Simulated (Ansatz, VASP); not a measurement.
# One calculation of C, two programs

```
C
1.0
     1.22805   -2.12706    0.00000
     1.22805    2.12706    0.00000
     0.00000    0.00000    7.17327
C
4
Direct
  0.08338 0.91662 0.75314
  0.58338 0.41662 0.24686
  0.91662 0.08338 0.24686
  0.41662 0.58338 0.75314
```

Alike in both runs: task single point; functional r2SCAN; k mesh 10 × 10 × 3; occupations methfessel-paxton of order 1, width 0.15 eV; no spin polarisation.

```csv
,VASP,Ansatz
version,VASP 6.6.1,Ansatz 0.2.0
potentials or method,"VASP PAW PBE potentials, release 64 (C)","plane waves, PAW"
plane-wave cutoff (eV),660,500
valence electrons in the cell,16,16
```

|  | VASP | Ansatz | Ansatz less VASP |
| --- | --- | --- | --- |
| pressure (GPa) | -0.1 | -0.1 | -0.03 |
| traceless stress, the component that is largest in VASP (GPa) | -0.41 | 0.12 | +0.526 |
| rms of the force components (eV/Å) | 0.009 | 0.010 | +0.0008 |

VASP's potentials were made for PBE, not for r2SCAN. Atom by atom the forces differ by 0.001 eV/Å (rms over components). The functional is the same, so the differences come from potentials, cutoffs and numerics.
